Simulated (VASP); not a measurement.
Set up this calculation in VASP 6.6.1, as the native input.

```yaml
Task: relaxation of cell and atoms
Functional: PBE
Potentials_or_basis: VASP PAW PBE potentials, release 64 (Sn_d, S)
Cutoff: 600 eV
k_mesh: 4 × 4 × 4
Occupations: gaussian, width 0.1 eV
Spin: no spin polarisation
Dipole_correction: no
Further_INCAR_settings: ALGO = Normal; EDIFF = 1e-06; IBRION = 2; EDIFFG = -0.04; NSW = 90; ISIF = 3
```

The structure of Sn2S lies in POSCAR:

```
Sn2S
1.0
    4.7557635699      0.0000000000      0.0000000000
    0.0000000000      4.7557635699      0.0000000000
    0.0000000000      0.0000000000      6.8464692310
Sn S
4 2
Direct
    0.0000000000      0.5000000000      0.2030000000
    0.0000000000      0.5000000000      0.7030000000
    0.5000000000      0.0000000000      0.2970000000
    0.5000000000      0.0000000000      0.7970000000
    0.0000000000      0.0000000000      0.0000000000
    0.5000000000      0.5000000000      0.5000000000
```

These files were run (other wordings do the same):

INCAR

```
PREC = Accurate
ENCUT = 600
EDIFF = 1E-6
ISMEAR = 0
SIGMA = 0.1
LREAL = False
LASPH = True
NELM = 60
ALGO = Normal
ISIF = 3
LWAVE = False
LCHARG = False
GGA = PE
IBRION = 2
NSW = 90
EDIFFG = -0.04
```

KPOINTS

```
Automatic mesh
0
Gamma
  4 4 4
```

Potentials or basis: VASP PAW PBE potentials, release 64 (Sn_d, S).

Run with:

```bash
$ cat potpaw_PBE.64/Sn_d/POTCAR potpaw_PBE.64/S/POTCAR > POTCAR
$ mpirun -np 1 vasp_std > vasp.out
```

Results of the run:

```yaml
Relaxed_volume: 28.42 Å³/atom
Relaxed_cell: a = 4.951 Å, b = 4.951 Å, c = 6.958 Å, α = 90.00°, β = 90.00°, γ = 90.00°
Space_group_after_relaxing_to_0.1_Å: P4_2/nmc (No. 137)
Energy_gained_by_relaxing: 35.1 meV/atom
Ionic_steps: 7
Pressure_after_relaxing: -0.1 GPa
Largest_force_after_relaxing: 0.036 eV/Å
Band_gap_on_the_k_mesh: zero (bands 34 and 35 overlap by 0.76 eV)
```

Caveat: semilocal functionals underestimate gaps, so a narrow gap can read as zero; spin-orbit coupling is left out, which moves the levels of the heavy elements.

Run time: 13 min on 1 thread of Intel(R) Xeon(R) Platinum 8259CL CPU @ 2.50GHz (Skylake/Cascade Lake) (shared host), peak memory 0.35 GiB.
